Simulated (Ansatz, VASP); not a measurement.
**Mg: VASP beside Ansatz**

File INCAR:

```
PREC = Accurate
ENCUT = 520
EDIFF = 1E-6
ISMEAR = -1
SIGMA = 0.08
LREAL = False
LASPH = True
NELM = 100
ALGO = Normal
ISIF = 2
LWAVE = False
LCHARG = False
GGA = PE
NBANDS = 9
```

The input KPOINTS:

```
Automatic mesh
0
Gamma
  12 12 7
```

File POSCAR:

```
Mg
1.0
    3.1437578123      0.0000000000      0.0000000000
   -1.5718789061      2.7225741288      0.0000000000
    0.0000000000      0.0000000000      5.1039668898
Mg
2
Direct
    0.3333333333      0.6666666667      0.2500000000
    0.6666666667      0.3333333333      0.7500000000
```

Input for Ansatz:

```yaml
crystal:
  lattice:
    - [3.1437578123, 0.0, 0.0]
    - [-1.5718789061, 2.7225741288, 0.0]
    - [0.0, 0.0, 5.1039668898]
  atoms:
    - { symbol: Mg, position: [0.3333333333, 0.6666666667, 0.25] }
    - { symbol: Mg, position: [0.6666666667, 0.3333333333, 0.75] }
kpoints:
  mp_grid: { grid: [12, 12, 7] }
  band_path:
    path:
      - [0.0, 0.0, 0.0]
      - [0.5, 0.0, 0.0]
      - [0.3333333333, 0.3333333333, 0.0]
      - [0.0, 0.0, 0.0]
      - [0.0, 0.0, 0.5]
      - [0.5, 0.0, 0.5]
      - [0.3333333333, 0.3333333333, 0.5]
      - [0.0, 0.0, 0.5]
      - [0.5, 0.0, 0.5]
    npoints: 5
scf:
  occupations: { method: fermi_dirac, width: 0.08 }
hamiltonian:
  xc: pbe
  pseudopotentials: { kind: all_electron, lapw: { basis_error: 0.0005 } }
output:
  forces: true
  stress: true
  eigenvalues: true
```

Change from the starting cell: volume scaled by 0.94.

Alike in both runs: task single point; functional PBE; k mesh 12 × 12 × 7; occupations fermi-dirac, width 0.08 eV; no spin polarisation.

```csv
,VASP,Ansatz
version,VASP 6.6.1,Ansatz 0.2.0
potentials or method,"VASP PAW PBE potentials, release 64 (Mg), cutoff 520 eV","all-electron LAPW, scalar-relativistic"
```

VASP gave:

```
pressure (GPa)                                                : 1.8
traceless stress, the component that is largest in VASP (GPa) : -0.57
```

Task: Which values does Ansatz return?

Result: Pressure (GPa): 1.9; traceless stress, the component that is largest in VASP (GPa): -0.57.

Ansatz ran all-electron here, and VASP with PAW potentials.
